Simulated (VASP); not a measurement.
# HfC (rocksalt type) (Fm-3m) in VASP: further runs

The runs below take HfC (rocksalt type) through single point, with PBEsol.

Program: VASP 6.6.1. These are calculated values, not measurements. Logs are shortened: lines on timing, memory, paths and dates and some standing lists are left out, and cuts for length are marked.

**1. The cell of the first run**

The structure is cubic, space group Fm-3m (No. 225). The conventional cell has a = 3.970 Å, b = 3.970 Å, c = 3.970 Å, α = 90.00°, β = 90.00°, γ = 90.00°. Hf (site symmetry m-3m) has 6 C at 1.99 Å within 2.6 Å. C (site symmetry m-3m) has 6 Hf at 1.99 Å within 2.6 Å.

**2. Single point, PBEsol (7.82 Å³/atom)**

INCAR

```
SYSTEM = HfC
ALGO     = Normal         ! electronic algorithm
EDIFF    = 1E-6           ! SCF threshold, eV
ENCUT    = 520            ! plane-wave cutoff, eV
GGA      = PS             ! functional
ISIF     = 2              ! what is computed and relaxed
ISMEAR   = -1             ! smearing method
LASPH    = .TRUE.         ! aspherical terms in the spheres
LCHARG   = .TRUE.         ! write CHGCAR
LELF     = .TRUE.         ! ELF
LREAL    = .FALSE.        ! projectors in reciprocal space
LVHAR    = .TRUE.       
LWAVE    = .FALSE.        ! write WAVECAR
NBANDS   = 14             ! bands
NELM     = 80             ! most SCF steps
PREC     = Accurate       ! precision mode
SIGMA    = 0.08           ! smearing width, eV
```

KPOINTS

```
k-points
0
G
  17 17 17
  0 0 0
```

POSCAR

```
HfC
1.0
    0.0000000000      1.9850780462      1.9850780462
    1.9850780462      0.0000000000      1.9850780462
    1.9850780462      1.9850780462      0.0000000000
Hf C
1 1
Direct
    0.0000000000      0.0000000000      0.0000000000
    0.5000000000      0.5000000000      0.5000000000
```

Potentials or basis: VASP PAW PBE potentials, release 64 (Hf_pv, C).

Run with:

```sh
> cat potpaw_PBE.64/Hf_pv/POTCAR potpaw_PBE.64/C/POTCAR > POTCAR
> mpirun -np 1 vasp_std > vasp.out
```

OUTCAR:

```text
SYSTEM = HfC
   EDIFF = 1E-6
   ENCUT = 520
   GGA = PS
   ISIF = 2
   ISMEAR = -1
   LASPH = .TRUE.
   LREAL = .FALSE.
   NELM = 80
   PREC = Accurate

 ion  position               nearest neighbor table
   1  0.000  0.000  0.000-   2 1.99   2 1.99   2 1.99   2 1.99   2 1.99   2 1.99
   2  0.500  0.500  0.500-   1 1.99   1 1.99   1 1.99   1 1.99   1 1.99   1 1.99

  LATTYP: Found a face centered cubic cell.
 ALAT       =     3.9701560924

  Lattice vectors:

 A1 = (   0.0000000000,   1.9850780462,   1.9850780462)
 A2 = (   1.9850780462,   0.0000000000,   1.9850780462)
 A3 = (   1.9850780462,   1.9850780462,   0.0000000000)

Analysis of symmetry for initial positions (statically):
=====================================================================
 Subroutine PRICEL returns:
 Original cell was already a primitive cell.

 Routine SETGRP: Setting up the symmetry group for a
 face centered cubic supercell.

 Subroutine GETGRP returns: Found 48 space group operations
 (whereof 48 operations were pure point group operations)
 out of a pool of 48 trial point group operations.

The static configuration has the point symmetry O_h .

Analysis of symmetry for dynamics (positions and initial velocities):
=====================================================================
 Subroutine PRICEL returns:
 Original cell was already a primitive cell.

 Routine SETGRP: Setting up the symmetry group for a
 face centered cubic supercell.

 Subroutine GETGRP returns: Found 48 space group operations
 (whereof 48 operations were pure point group operations)
 out of a pool of 48 trial point group operations.

The dynamic configuration has the point symmetry O_h .

 Subroutine INISYM returns: Found 48 space group operations
 (whereof 48 operations are pure point group operations),
 and found     1 'primitive' translations

----------------------------------------------------------------------------------------

                                     Primitive cell

  volume of cell :      15.6445

  direct lattice vectors                    reciprocal lattice vectors
     0.000000000  1.985078046  1.985078046    -0.251879265  0.251879265  0.251879265
     1.985078046  0.000000000  1.985078046     0.251879265 -0.251879265  0.251879265
     1.985078046  1.985078046  0.000000000     0.251879265  0.251879265 -0.251879265

  length of vectors
     2.807324295  2.807324295  2.807324295     0.436267685  0.436267685  0.436267685

  position of ions in fractional coordinates (direct lattice)
     0.000000000  0.000000000  0.000000000
     0.500000000  0.500000000  0.500000000

  ion indices of the primitive-cell ions
   primitive index   ion index
                 1           1
                 2           2

----------------------------------------------------------------------------------------

 KPOINTS: k-points

Automatic generation of k-mesh.
 Grid dimensions read from file:
 generate k-points for:   17   17   17

 Generating k-lattice:

  Cartesian coordinates                     Fractional coordinates (reciprocal lattice)
    -0.014816427  0.014816427  0.014816427     0.058823529  0.000000000  0.000000000
     0.014816427 -0.014816427  0.014816427     0.000000000  0.058823529  0.000000000
     0.014816427  0.014816427 -0.014816427     0.000000000  0.000000000  0.058823529

  Length of vectors
     0.025662805  0.025662805  0.025662805

  Shift w.r.t. Gamma in fractional coordinates (k-lattice)
     0.000000000  0.000000000  0.000000000

 Subroutine IBZKPT returns following result:
 ===========================================

 Found    165 irreducible k-points:

 Following reciprocal coordinates:
            Coordinates               Weight
  0.000000  0.000000  0.000000      1.000000
  0.058824  0.000000  0.000000      8.000000
  0.117647  0.000000  0.000000      8.000000
  0.176471  0.000000  0.000000      8.000000
  0.235294  0.000000  0.000000      8.000000
  0.294118  0.000000  0.000000      8.000000
[... 16 lines left out ...]
 -0.176471  0.058824  0.000000     24.000000
 -0.117647  0.058824  0.000000     24.000000
 [... further k-points ...]
   k-points           NKPTS =    165   k-points in BZ     NKDIM =    165   number of bands    NBANDS=     14
   number of dos      NEDOS =    301   number of ions     NIONS =      2
   total plane-waves  NPLWV =  13824
   dimension x,y,z NGX =    24 NGY =   24 NGZ =   24
   dimension x,y,z NGXF=    48 NGYF=   48 NGZF=   48
   ions per type =               1   1
   NGX,Y,Z   is equivalent  to a cutoff of  14.21, 14.21, 14.21 a.u.
   NGXF,Y,Z  is equivalent  to a cutoff of  28.42, 28.42, 28.42 a.u.
 SYSTEM =  HfC
   PREC   = accura    normal or accurate (medium, high low for compatibility)
   ISTART =      0    job   : 0-new  1-cont  2-samecut
   ICHARG =      2    charge: 1-file 2-atom 10-const
   ISPIN  =      1    spin polarized calculation?
   LNONCOLLINEAR =      F non collinear calculations
   LSORBIT =      F    spin-orbit coupling
   LASPH  =      T    aspherical Exc in radial PAW
   ENCUT  =  520.0 eV  38.22 Ry    6.18 a.u.   5.22  5.22  5.22*2*pi/ulx,y,z
   NELM   =     80;   NELMIN=  2; NELMDL= -5     # of ELM steps
   EDIFF  = 0.1E-05   stopping-criterion for ELM
   LREAL  =      F    real-space projection
   EDIFFG = 0.1E-04   stopping-criterion for IOM
   NSW    =      0    number of steps for IOM
   IBRION =     -1    ionic relax: 0-MD 1-quasi-New 2-CG
   NFREE  =      0    steps in history (QN), initial steepest desc. (CG)
   ISIF   =      2    stress and relaxation
   ISYM   =      2    0-nonsym 1-usesym 2-fastsym
   POTIM  = 0.5000    time-step for ionic-motion
   TEBEG  =    0.0;   TEEND  =   0.0 temperature during run
   PSTRESS=    0.0 pullay stress
   NELECT =      14.0000    total number of electrons
   NUPDOWN=      -1.0000    fix difference up-down
   EMIN   =  10.00;   EMAX   =-10.00  energy-range for DOS
   EFERMI =   0.00;   METHOD = LEGACY
   ISMEAR =    -1;   SIGMA  =   0.08  broadening in eV -4-tet -1-fermi 0-gaus
   EFERMI_NEDOS =   21; number of points for ismear=-14 and -15
   IALGO  =     38    algorithm
   IMIX   =      4    mixing-type and parameters
     AMIX     =   0.40;   BMIX     =  1.00
     AMIX_MAG =   1.60;   BMIX_MAG =  1.00
  volume/ion in A,a.u.               =       7.82        52.79
  Fermi-wavevector in a.u.,A,eV,Ry     =   1.577599  2.981230 33.862428  2.488818
  Thomas-Fermi vector in A             =   2.678257
   LORBIT       =      0    0 simple, 1 ext, 2 COOP (PROOUT), +10 PAW based schemes
   GGA     = PS    functional components
   LHFCALC =     F    Hartree Fock is set to
   AEXX    =    0.0000 exact exchange contribution
   IVDW    =     0    specifies the selected vdW correction
   LEPSILON=     F    determine dielectric tensor
   LRPA    =     F    only Hartree local field effects (RPA)
 non-spin polarized calculation
  energy-cutoff  :      520.00
  volume of cell :       15.64
 maximum number of plane-waves:       440
 NGX is ok and might be reduce to    24
   NGX = 11   NGY = 11   NGZ = 11

 number of electron      14.0000000 magnetization

 Free energy of the ion-electron system (eV)
  ---------------------------------------------------
  ext. energy  EPLUGINS =         0.00000000
  ---------------------------------------------------
  free energy    TOTEN  =       -17.02335615 eV

  energy without entropy =      -17.01885866  energy(sigma->0) =      -17.02110740

 E-fermi :  10.3171     XC(G=0): -14.9305

 val. band max:       10.2442251833   @ k =  -0.4706   0.4706   0.0588
 cond. band min:      10.3234963861   @ k =   0.4118   0.3529   0.0000
 fundamental gap:      0.0792712028
 Fermi energy:        10.3170506208

 k-point     1 :       0.0000    0.0000    0.0000
  band No.  band energies     occupation
      1     -17.1990      2.00000
      2     -17.1989      2.00000
      3     -17.1989      2.00000
      4      -4.3030      2.00000
      5      11.1637      0.00005
      6      11.1637      0.00005
      7      11.1637      0.00005
      8      11.4286      0.00000
      9      11.4286      0.00000
     10      11.4286      0.00000
     11      14.8755      0.00000
     12      14.8755      0.00000
     13      22.4080      0.00000
     14      23.6064      0.00000

 k-point     2 :       0.0588    0.0000    0.0000
  band No.  band energies     occupation
      1     -17.3473      2.00000
      2     -17.2083      2.00000
      3     -17.2083      2.00000
      4      -4.0923      2.00000
      5      10.1522      1.77405
      6      10.5052      0.17386
      7      10.5052      0.17386
      8      11.6066      0.00000
      9      11.6066      0.00000
     10      12.2238      0.00000
     11      15.6717      0.00000
     12      15.6717      0.00000
     13      22.8444      0.00000
     14      23.7671      0.00000

 k-point     3 :       0.1176    0.0000    0.0000
  band No.  band energies     occupation
      1     -17.7509      2.00000
      2     -17.2352      2.00000
      3     -17.2352      2.00000
      4      -3.5073      2.00000
      5       8.9209      2.00000
      6       9.3179      1.99999
      7       9.3179      1.99999
      8      12.0589      0.00000
      9      12.0589      0.00000
     10      12.8936      0.00000
     11      17.3438      0.00000
     12      17.3438      0.00000
     13      24.0842      0.00000
     14      24.1966      0.00000

 k-point     4 :       0.1765    0.0000    0.0000
  band No.  band energies     occupation
      1     -18.3127      2.00000
      2     -17.2753      2.00000
      3     -17.2753      2.00000
      4      -2.6621      2.00000
      5       7.7019      2.00000
      6       8.1312      2.00000
      7       8.1312      2.00000
      8      12.7884      0.00000
      9      12.7884      0.00000
     10      13.4215      0.00000
     11      19.3280      0.00000
     12      19.3280      0.00000
     13      24.7339      0.00000
     14      25.9449      0.00000

 k-point     5 :       0.2353    0.0000    0.0000
  band No.  band energies     occupation
      1     -18.9277      2.00000
      2     -17.3228      2.00000
      3     -17.3228      2.00000
      4      -1.6892      2.00000
      5       6.5732      2.00000
      6       7.0829      2.00000
      7       7.0829      2.00000
      8      13.7706      0.00000
      9      13.7706      0.00000
     10      13.9667      0.00000
     11      21.4492      0.00000
[... 276 lines left out ...]
 k-point    22 :      -0.2353    0.0588    0.0000
  band No.  band energies     occupation
      1     -19.1306      2.00000
      2     -17.4905      2.00000
      3     -17.2841      2.00000
      4      -1.2341      2.00000
      5       5.8822      2.00000
      6       6.4640      2.00000
      7       7.2607      2.00000
      8      13.5539      0.00000
      9      13.9411      0.00000
     10      15.4825      0.00000
     11      21.0006      0.00000
     12      23.3431      0.00000
     13      25.1860      0.00000
     14      26.5327      0.00000

 k-point    23 :      -0.1765    0.0588    0.0000
  band No.  band energies     occupation
      1     -18.5406      2.00000
      2     -17.4286      2.00000
      3     -17.2382      2.00000
      4      -2.2065      2.00000
      5       7.0215      2.00000
      6       7.3752      2.00000
      7       8.0769      2.00000
      8      12.5656      0.00000
      9      13.4208      0.00000
     10      14.3880      0.00000
     11      18.9933      0.00000
     12      21.2071      0.00000
     13      25.0279      0.00000
     14      26.5452      0.00000

 k-point    24 :      -0.1176    0.0588    0.0000
  band No.  band energies     occupation
      1     -17.9784      2.00000
      2     -17.3588      2.00000
      3     -17.2077      2.00000
      4      -3.0900      2.00000
      5       8.2583      2.00000
      6       8.4682      2.00000
      7       8.9367      2.00000
      8      11.8308      0.00000
      9      13.0042      0.00000
     10      13.4765      0.00000
     11      17.1985      0.00000
     12      19.1376      0.00000
     13      24.5210      0.00000
     14      24.9652      0.00000

 [... further k-points ...]
[... 5 lines left out ...]
  --------------------------------------------------------------------------------------
  -------------------------------------------------------------------------------------
  Total       26.6641708     26.6641708     26.6641708     -0.0000000      0.0000000      0.0000000
  in kB     2730.7120738   2730.7120738   2730.7120738     -0.0000000      0.0000000      0.0000000
  external PRESSURE =    2730.7120738 kB  Pullay stress =       0.0000000 kB

 VOLUME and BASIS-vectors are now :
 -----------------------------------------------------------------------------
  energy-cutoff  :      520.00
  volume of cell :       15.64
      direct lattice vectors                 reciprocal lattice vectors
     0.000000000  1.985078046  1.985078046    -0.251879265  0.251879265  0.251879265
     1.985078046  0.000000000  1.985078046     0.251879265 -0.251879265  0.251879265
     1.985078046  1.985078046  0.000000000     0.251879265  0.251879265 -0.251879265

 POSITION                                       TOTAL-FORCE (eV/Angst)
 -----------------------------------------------------------------------------------
      0.00000      0.00000      0.00000         0.000000      0.000000      0.000000
      1.98508      1.98508      1.98508        -0.000000     -0.000000     -0.000000
 -----------------------------------------------------------------------------------
    total drift:                                0.000000     -0.000000     -0.000000

  FREE ENERGIE OF THE ION-ELECTRON SYSTEM (eV)
  ---------------------------------------------------
  free  energy   TOTEN  =       -17.0233561465 eV

  energy  without entropy=      -17.0188586594  energy(sigma->0) =      -17.02110740
```

Wall time 21 s (1 thread of AMD EPYC 9R45 (Zen 5), shared host); peak memory 0.14 GiB.

What came out:

- Free energy: -17.0234 eV
- Pressure: 273.1 GPa
- Band gap on the k mesh: zero (bands 7 and 8 overlap by 1.48 eV)

Levels at points of the mesh, in eV from the Fermi level:
```tsv
k point	band 5	band 6	band 7	band 8	band 9	band 10
(0.00, 0.00, 0.00)	0.85	0.85	0.85	1.11	1.11	1.11
```

Caveat: the cell stands under pressure; the PAW data sets were made with another functional, which shifts forces and pressure a little; spin-orbit coupling is left out, which moves the levels of the heavy elements.

**3. Single point, PBEsol (9.78 Å³/atom)**

This run uses another cell than the first one, of 9.78 Å³/atom.

INCAR

```
ALGO = Normal
EDIFF = 1E-6
ENCUT = 520
GGA = PS
ISIF = 2
ISMEAR = -1
LASPH = True
LCHARG = True
LELF = True
LREAL = False
LVHAR = True
LWAVE = False
NBANDS = 14
NELM = 60
PREC = Accurate
SIGMA = 0.08
```

KPOINTS

```
k-points
0
Gamma
  17 17 17
```

POSCAR

```
HfC
1.0
    0.0000000000      2.1383605025      2.1383605025
    2.1383605025      0.0000000000      2.1383605025
    2.1383605025      2.1383605025      0.0000000000
Hf C
1 1
Direct
    0.0000000000      0.0000000000      0.0000000000
    0.5000000000      0.5000000000      0.5000000000
```

Potentials or basis: VASP PAW PBE potentials, release 64 (Hf_pv, C).

Run with:

```sh
> cat potpaw_PBE.64/Hf_pv/POTCAR potpaw_PBE.64/C/POTCAR > POTCAR
> mpirun -np 1 vasp_std > vasp.out
```

Run time: 25 s. Hardware: 1 thread of AMD EPYC 9R45 (Zen 5), shared host; peak memory 0.15 GiB.

It converged, with:

- Free energy: -21.0885 eV
- Pressure: 87.9 GPa
- Band gap on the k mesh: zero (bands 7 and 8 overlap by 1.60 eV)

Levels at points of the mesh, in eV from the Fermi level:
```csv
k point,band 3,band 4,band 5,band 6,band 7,band 8,band 9,band 10,band 11,band 12
"(0.00, 0.00, 0.00)",-28.34,-13.57,1.13,1.13,1.13,1.27,1.27,1.27,4.09,4.09
```

Caveat: the cell stands under pressure; the PAW data sets were made with another functional, which shifts forces and pressure a little; spin-orbit coupling is left out, which moves the levels of the heavy elements.

(Continued in part 2 of 2.)

The gap in the log of VASP goes by the Fermi energy; the results here count the filled bands.